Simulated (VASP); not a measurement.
# Re (P6_3/mmc) in VASP: a series of runs

The runs below take Re through single point, with LDA.

Program: VASP 6.6.1. These are calculated values, not measurements. Logs are shortened: lines on timing, memory, paths and dates and some standing lists are left out, and cuts for length are marked.

## (1) The cell of the first run

It takes space group P6_3/mmc (No. 194, hexagonal). Conventional cell: a = 2.666 Å, b = 2.666 Å, c = 4.289 Å, α = 90.00°, β = 90.00°, γ = 120.00°. Re (site symmetry -6m2) has 12 Re at 2.64 to 2.67 Å within 3.5 Å.

## (2) Single point, LDA

The input, INCAR:

```
SYSTEM = Re
PREC = Accurate ; ENCUT = 520
EDIFF = 1E-6 ; ISMEAR = -1
SIGMA = 0.1 ; LREAL = .False.
LASPH = .True. ; NELM = 80
ALGO = Normal ; ISIF = 2
LWAVE = .False. ; LCHARG = .True.
LELF = .True. ; LVHAR = .True.
NBANDS = 14
```

The input, KPOINTS:

```
Automatic mesh
0
Gamma
  9 9 5
  0 0 0
```

The input, POSCAR:

```
Re
1.0
    2.6663551634      0.0000000000      0.0000000000
   -1.3331775817      2.3091313070      0.0000000000
    0.0000000000      0.0000000000      4.2891422958
Re
2
Direct
    0.3333333333      0.6666666667      0.2500000000
    0.6666666667      0.3333333333      0.7500000000
```

Potentials or basis: VASP PAW LDA potentials, release 64 (Re).

Command:

```bash
> cat potpaw_LDA.64/Re/POTCAR > POTCAR
> mpirun -np 1 vasp_std > vasp.out
```

OUTCAR:

```text
SYSTEM = Re
   PREC = Accurate
   ENCUT = 520
   EDIFF = 1E-6
   ISMEAR = -1
   LREAL = .False.
   LASPH = .True.
   NELM = 80
   ISIF = 2

 ion  position               nearest neighbor table
   1  0.333  0.667  0.250-   2 2.64   2 2.64   2 2.64   2 2.64   2 2.64   2 2.64
   2  0.667  0.333  0.750-   1 2.64   1 2.64   1 2.64   1 2.64   1 2.64   1 2.64

  LATTYP: Found a hexagonal cell.
 ALAT       =     2.6663551634
 C/A-ratio  =     1.6086162694

  Lattice vectors:

 A1 = (   2.6663551634,   0.0000000000,   0.0000000000)
 A2 = (  -1.3331775817,   2.3091313070,   0.0000000000)
 A3 = (   0.0000000000,   0.0000000000,   4.2891422958)

Analysis of symmetry for initial positions (statically):
=====================================================================
 Subroutine PRICEL returns:
 Original cell was already a primitive cell.

 Routine SETGRP: Setting up the symmetry group for a
 hexagonal supercell.

 Subroutine GETGRP returns: Found 24 space group operations
 (whereof 12 operations were pure point group operations)
 out of a pool of 24 trial point group operations.

The static configuration has the point symmetry D_3d.
 The point group associated with its full space group is D_6h.

Analysis of symmetry for dynamics (positions and initial velocities):
=====================================================================
 Subroutine PRICEL returns:
 Original cell was already a primitive cell.

 Routine SETGRP: Setting up the symmetry group for a
 hexagonal supercell.

 Subroutine GETGRP returns: Found 24 space group operations
 (whereof 12 operations were pure point group operations)
 out of a pool of 24 trial point group operations.

The dynamic configuration has the point symmetry D_3d.
 The point group associated with its full space group is D_6h.

 Subroutine INISYM returns: Found 24 space group operations
 (whereof 12 operations are pure point group operations),
 and found     1 'primitive' translations

----------------------------------------------------------------------------------------

                                     Primitive cell

  volume of cell :      26.4081

  direct lattice vectors                    reciprocal lattice vectors
     2.666355163  0.000000000  0.000000000     0.375043810  0.216531645  0.000000000
    -1.333177582  2.309131307  0.000000000     0.000000000  0.433063290  0.000000000
     0.000000000  0.000000000  4.289142296     0.000000000  0.000000000  0.233146846

  length of vectors
     2.666355163  2.666355163  4.289142296     0.433063290  0.433063290  0.233146846

  position of ions in fractional coordinates (direct lattice)
     0.333333333  0.666666667  0.250000000
     0.666666667  0.333333333  0.750000000

  ion indices of the primitive-cell ions
   primitive index   ion index
                 1           1
                 2           2

----------------------------------------------------------------------------------------

 KPOINTS: Automatic mesh

Automatic generation of k-mesh.
 Grid dimensions read from file:
 generate k-points for:    9    9    5

 Generating k-lattice:

  Cartesian coordinates                     Fractional coordinates (reciprocal lattice)
     0.041671534  0.024059072  0.000000000     0.111111111  0.000000000  0.000000000
     0.000000000  0.048118143  0.000000000     0.000000000  0.111111111  0.000000000
     0.000000000  0.000000000  0.046629369     0.000000000  0.000000000  0.200000000

  Length of vectors
     0.048118143  0.048118143  0.046629369

  Shift w.r.t. Gamma in fractional coordinates (k-lattice)
     0.000000000  0.000000000  0.000000000

 Subroutine IBZKPT returns following result:
 ===========================================

 Found     36 irreducible k-points:

 Following reciprocal coordinates:
            Coordinates               Weight
  0.000000  0.000000  0.000000      1.000000
  0.111111  0.000000  0.000000      6.000000
  0.222222 -0.000000  0.000000      6.000000
  0.333333 -0.000000  0.000000      6.000000
  0.444444 -0.000000  0.000000      6.000000
  0.111111  0.111111  0.000000      6.000000
[... 16 lines left out ...]
  0.333333  0.222222  0.200000     24.000000
  0.333333  0.333333  0.200000      4.000000
 [... further k-points ...]
   k-points           NKPTS =     36   k-points in BZ     NKDIM =     36   number of bands    NBANDS=     14
   number of dos      NEDOS =    301   number of ions     NIONS =      2
   total plane-waves  NPLWV =  12800
   dimension x,y,z NGX =    20 NGY =   20 NGZ =   32
   dimension x,y,z NGXF=    40 NGYF=   40 NGZF=   64
   ions per type =               2
   NGX,Y,Z   is equivalent  to a cutoff of  12.47, 12.47, 12.40 a.u.
   NGXF,Y,Z  is equivalent  to a cutoff of  24.94, 24.94, 24.81 a.u.
 SYSTEM =  Re
   PREC   = accura    normal or accurate (medium, high low for compatibility)
   ISTART =      0    job   : 0-new  1-cont  2-samecut
   ICHARG =      2    charge: 1-file 2-atom 10-const
   ISPIN  =      1    spin polarized calculation?
   LNONCOLLINEAR =      F non collinear calculations
   LSORBIT =      F    spin-orbit coupling
   LASPH  =      T    aspherical Exc in radial PAW
   ENCUT  =  520.0 eV  38.22 Ry    6.18 a.u.   4.96  4.96  7.97*2*pi/ulx,y,z
   NELM   =     80;   NELMIN=  2; NELMDL= -5     # of ELM steps
   EDIFF  = 0.1E-05   stopping-criterion for ELM
   LREAL  =      F    real-space projection
   EDIFFG = 0.1E-04   stopping-criterion for IOM
   NSW    =      0    number of steps for IOM
   IBRION =     -1    ionic relax: 0-MD 1-quasi-New 2-CG
   NFREE  =      0    steps in history (QN), initial steepest desc. (CG)
   ISIF   =      2    stress and relaxation
   ISYM   =      2    0-nonsym 1-usesym 2-fastsym
   POTIM  = 0.5000    time-step for ionic-motion
   TEBEG  =    0.0;   TEEND  =   0.0 temperature during run
   PSTRESS=    0.0 pullay stress
   NELECT =      14.0000    total number of electrons
   NUPDOWN=      -1.0000    fix difference up-down
   EMIN   =  10.00;   EMAX   =-10.00  energy-range for DOS
   EFERMI =   0.00;   METHOD = LEGACY
   ISMEAR =    -1;   SIGMA  =   0.10  broadening in eV -4-tet -1-fermi 0-gaus
   EFERMI_NEDOS =   21; number of points for ismear=-14 and -15
   IALGO  =     38    algorithm
   IMIX   =      4    mixing-type and parameters
     AMIX     =   0.40;   BMIX     =  1.00
     AMIX_MAG =   1.60;   BMIX_MAG =  1.00
  volume/ion in A,a.u.               =      13.20        89.11
  Fermi-wavevector in a.u.,A,eV,Ry     =   1.324967  2.503825 23.885548  1.755538
  Thomas-Fermi vector in A             =   2.454463
   LORBIT       =      0    0 simple, 1 ext, 2 COOP (PROOUT), +10 PAW based schemes
   GGA     = CA    functional components
   LHFCALC =     F    Hartree Fock is set to
   AEXX    =    0.0000 exact exchange contribution
   IVDW    =     0    specifies the selected vdW correction
   LEPSILON=     F    determine dielectric tensor
   LRPA    =     F    only Hartree local field effects (RPA)
 non-spin polarized calculation
  energy-cutoff  :      520.00
  volume of cell :       26.41
 maximum number of plane-waves:       738
 NGX is ok and might be reduce to    20
   NGX =  9   NGY =  9   NGZ = 15

 number of electron      13.9999999 magnetization

 Free energy of the ion-electron system (eV)
  ---------------------------------------------------
  ext. energy  EPLUGINS =         0.00000000
  ---------------------------------------------------
  free energy    TOTEN  =       -27.25782200 eV

  energy without entropy =      -27.21055319  energy(sigma->0) =      -27.23418760

 E-fermi :   9.2909     XC(G=0): -14.4321

 val. band max:        9.2815878078   @ k =   0.3333   0.3333   0.0000
 cond. band min:       9.3088763439   @ k =   0.1111   0.1111   0.0000
 fundamental gap:      0.0272885361
 Fermi energy:         9.2908970853

 k-point     1 :       0.0000    0.0000    0.0000
  band No.  band energies     occupation
      1      -1.2506      2.00000
      2       1.8329      2.00000
      3       7.3486      2.00000
      4       7.3486      2.00000
      5       7.4218      2.00000
      6       8.3582      1.99982
      7       8.3582      1.99982
      8       9.3903      0.54007
      9       9.3903      0.54007
     10      10.3750      0.00004
     11      13.1401      0.00000
     12      13.1401      0.00000
     13      20.8501      0.00000
     14      23.5810      0.00000

 k-point     2 :       0.1111    0.0000    0.0000
  band No.  band energies     occupation
      1      -0.6862      2.00000
      2       2.3489      2.00000
      3       6.4379      2.00000
      4       7.8811      2.00000
      5       7.9108      2.00000
      6       8.2175      1.99996
      7       8.2548      1.99994
      8       8.8640      1.97239
      9       8.9597      1.92971
     10       9.4198      0.43192
     11      13.4473      0.00000
     12      15.2808      0.00000
     13      20.8749      0.00000
     14      24.8542      0.00000

 k-point     3 :       0.2222   -0.0000    0.0000
  band No.  band energies     occupation
      1       0.7527      2.00000
      2       3.2539      2.00000
      3       5.7577      2.00000
      4       5.9459      2.00000
      5       7.2656      2.00000
      6       8.1139      1.99998
      7       8.7551      1.99062
      8       9.4018      0.49622
      9       9.5234      0.17817
     10      10.2906      0.00009
     11      13.9592      0.00000
     12      18.4259      0.00000
     13      20.4755      0.00000
     14      26.4300      0.00000
[... 324 lines left out ...]
 k-point    23 :       0.3333    0.2222    0.2000
  band No.  band energies     occupation
      1       3.1085      2.00000
      2       4.2728      2.00000
      3       4.4998      2.00000
      4       5.2635      2.00000
      5       6.6603      2.00000
      6       7.6484      2.00000
      7       8.9010      1.96027
      8      11.9027      0.00000
      9      12.4614      0.00000
     10      14.1297      0.00000
     11      16.9510      0.00000
     12      18.1249      0.00000
     13      20.9097      0.00000
     14      21.9312      0.00000

 k-point    24 :       0.3333    0.3333    0.2000
  band No.  band energies     occupation
      1       3.5189      2.00000
      2       4.5275      2.00000
      3       4.5275      2.00000
      4       5.5424      2.00000
      5       6.8899      2.00000
      6       6.8899      2.00000
      7       9.1530      1.59764
      8      11.8962      0.00000
      9      13.0266      0.00000
     10      13.0266      0.00000
     11      17.3608      0.00000
     12      17.3608      0.00000
     13      20.3748      0.00000
     14      25.0165      0.00000

 [... further k-points ...]
[... 5 lines left out ...]
  --------------------------------------------------------------------------------------
  -------------------------------------------------------------------------------------
  Total        7.1069167      7.1069167      7.0763827     -0.0000000     -0.0000000      0.0000000
  in kB      431.1761462    431.1761462    429.3236526     -0.0000000     -0.0000000      0.0000000
  external PRESSURE =     430.5586483 kB  Pullay stress =       0.0000000 kB

 VOLUME and BASIS-vectors are now :
 -----------------------------------------------------------------------------
  energy-cutoff  :      520.00
  volume of cell :       26.41
      direct lattice vectors                 reciprocal lattice vectors
     2.666355163  0.000000000  0.000000000     0.375043810  0.216531645  0.000000000
    -1.333177582  2.309131307  0.000000000     0.000000000  0.433063290  0.000000000
     0.000000000  0.000000000  4.289142296     0.000000000  0.000000000  0.233146846

 POSITION                                       TOTAL-FORCE (eV/Angst)
 -----------------------------------------------------------------------------------
     -0.00000      1.53942      1.07229         0.000000      0.000000      0.000000
      1.33318      0.76971      3.21686        -0.000000      0.000000      0.000000
 -----------------------------------------------------------------------------------
    total drift:                               -0.000000      0.000000     -0.000000

  FREE ENERGIE OF THE ION-ELECTRON SYSTEM (eV)
  ---------------------------------------------------
  free  energy   TOTEN  =       -27.2578220035 eV

  energy  without entropy=      -27.2105531883  energy(sigma->0) =      -27.23418760
```

Run time: 11 s. Hardware: 1 thread of Intel Xeon Platinum 8488C (Sapphire Rapids), shared host; peak memory 0.13 GiB.

What came out:

- Free energy: -27.2578 eV
- Pressure: 43.1 GPa
- Band gap on the k mesh: zero (band 7 reaches 10.71 eV, above the bottom of band 8 at 7.42 eV)

Caveat: spin-orbit coupling is left out, which moves the levels of the heavy elements.

## (3) Single point, LDA

This run uses another cell than the first one, of 12.78 Å³/atom, 0.968 times its volume.

The input, INCAR:

```
SYSTEM = Re
  PREC = Accurate
  ENCUT = 520
  EDIFF = 1E-6
  ISMEAR = -1
  SIGMA = 0.1
  LREAL = .False.
  LASPH = .True.
  NELM = 60
  ALGO = Normal
  ISIF = 2
  LWAVE = .False.
  LCHARG = .False.
  GGA = CA
  NBANDS = 14
```

KPOINTS is that of step 2.

The input, POSCAR:

```
Re
1.0
    2.6371526557      0.0000000000      0.0000000000
   -1.3185763279      2.2838411935      0.0000000000
    0.0000000000      0.0000000000      4.2431156638
Re
2
Direct
    0.3333333333      0.6666666667      0.2500000000
    0.6666666667      0.3333333333      0.7500000000
```

Potentials or basis: VASP PAW LDA potentials, release 64 (Re).

Command:

```bash
> cat potpaw_LDA.64/Re/POTCAR > POTCAR
> mpirun -np 1 vasp_std > vasp.out
```

OUTCAR:

```text
SYSTEM = Re
   PREC = Accurate
   ENCUT = 520
   EDIFF = 1E-6
   ISMEAR = -1
   LREAL = .False.
   LASPH = .True.
   NELM = 60
   ISIF = 2
   GGA = CA

 ion  position               nearest neighbor table
   1  0.333  0.667  0.250-   2 2.61   2 2.61   2 2.61   2 2.61   2 2.61   2 2.61
   2  0.667  0.333  0.750-   1 2.61   1 2.61   1 2.61   1 2.61   1 2.61   1 2.61

  LATTYP: Found a hexagonal cell.
 ALAT       =     2.6371526557
 C/A-ratio  =     1.6089761261

  Lattice vectors:

[... 596 lines left out ...]

------------------------ aborting loop because EDIFF is reached ----------------------------------------

  FORCE on cell =-STRESS in cart. coord.  units (eV):
  Direction    XX          YY          ZZ          XY          YZ          ZX
  --------------------------------------------------------------------------------------
  -------------------------------------------------------------------------------------
  Total       10.1963683     10.1963683     10.1646535     -0.0000000     -0.0000000      0.0000000
  in kB      639.2489931    639.2489931    637.2606705     -0.0000000     -0.0000000      0.0000000
  external PRESSURE =     638.5862189 kB  Pullay stress =       0.0000000 kB

 VOLUME and BASIS-vectors are now :
 -----------------------------------------------------------------------------
  energy-cutoff  :      520.00
  volume of cell :       25.56
      direct lattice vectors                 reciprocal lattice vectors
     2.637152656  0.000000000  0.000000000     0.379196858  0.218929408  0.000000000
    -1.318576328  2.283841193  0.000000000     0.000000000  0.437858816  0.000000000
     0.000000000  0.000000000  4.243115664     0.000000000  0.000000000  0.235675876

 POSITION                                       TOTAL-FORCE (eV/Angst)
 -----------------------------------------------------------------------------------
     -0.00000      1.52256      1.06078         0.000000     -0.000000      0.000000
      1.31858      0.76128      3.18234        -0.000000      0.000000      0.000000
 -----------------------------------------------------------------------------------
    total drift:                                0.000000     -0.000000     -0.000000

  FREE ENERGIE OF THE ION-ELECTRON SYSTEM (eV)
  ---------------------------------------------------
  free  energy   TOTEN  =       -26.9742370338 eV

  energy  without entropy=      -26.9301949733  energy(sigma->0) =      -26.95221600
```

OSZICAR:

```text
N       E                     dE             d eps       ncg     rms          rms(c)
DAV:   1     0.845759574859E+02    0.84576E+02   -0.62044E+03  1260   0.105E+03
DAV:   2    -0.224926570909E+02   -0.10707E+03   -0.88826E+02  1542   0.345E+02
DAV:   3    -0.281705989151E+02   -0.56779E+01   -0.51986E+01  1686   0.112E+02
DAV:   4    -0.282346447817E+02   -0.64046E-01   -0.63906E-01  1472   0.690E+00
DAV:   5    -0.282349228608E+02   -0.27808E-03   -0.27805E-03  1680   0.896E-01    0.550E+01
DAV:   6    -0.273422875979E+02    0.89264E+00   -0.45447E-01  1730   0.107E+01    0.271E+01
DAV:   7    -0.269816108211E+02    0.36068E+00   -0.43535E-01  1724   0.997E+00    0.724E-01
DAV:   8    -0.269752988273E+02    0.63120E-02   -0.38816E-03  1580   0.520E-01    0.191E-01
DAV:   9    -0.269742257501E+02    0.10731E-02   -0.71075E-04  1572   0.281E-01    0.373E-02
DAV:  10    -0.269742403820E+02   -0.14632E-04   -0.45618E-05  1632   0.567E-02    0.213E-02
DAV:  11    -0.269742370721E+02    0.33100E-05   -0.70881E-07  1066   0.180E-02    0.339E-03
DAV:  12    -0.269742370338E+02    0.38230E-07   -0.26681E-07   762   0.706E-03
   1 F= -.26974237E+02 E0= -.26952216E+02  d E =-.440421E-01
```

stdout:

```text
POSCAR found type information on POSCAR Re
 POSCAR found :  1 types and       2 ions
 scaLAPACK will be used
 LDA part: xc-table for (Slater(with rela. corr.)+CA(PZ))
 , standard interpolation
 POSCAR, INCAR and KPOINTS ok, starting setup
 FFT: planning ... GRIDC
 FFT: planning ... GRID_SOFT
 FFT: planning ... GRID
 WAVECAR not read
 entering main loop
```

Wall time 11 s (1 thread of Intel Xeon Platinum 8488C (Sapphire Rapids), shared host); peak memory 0.13 GiB.

What came out:

```yaml
Free_energy: -26.9742 eV
Pressure: 63.9 GPa
Band_gap_on_the_k_mesh: zero (band 7 reaches 11.22 eV, above the bottom of band 8 at 7.78 eV)
```

Stress tensor (GPa, compression positive):
```
63.92  0.00  0.00
 0.00 63.92  0.00
 0.00  0.00 63.73
```

Caveat: spin-orbit coupling is left out, which moves the levels of the heavy elements.
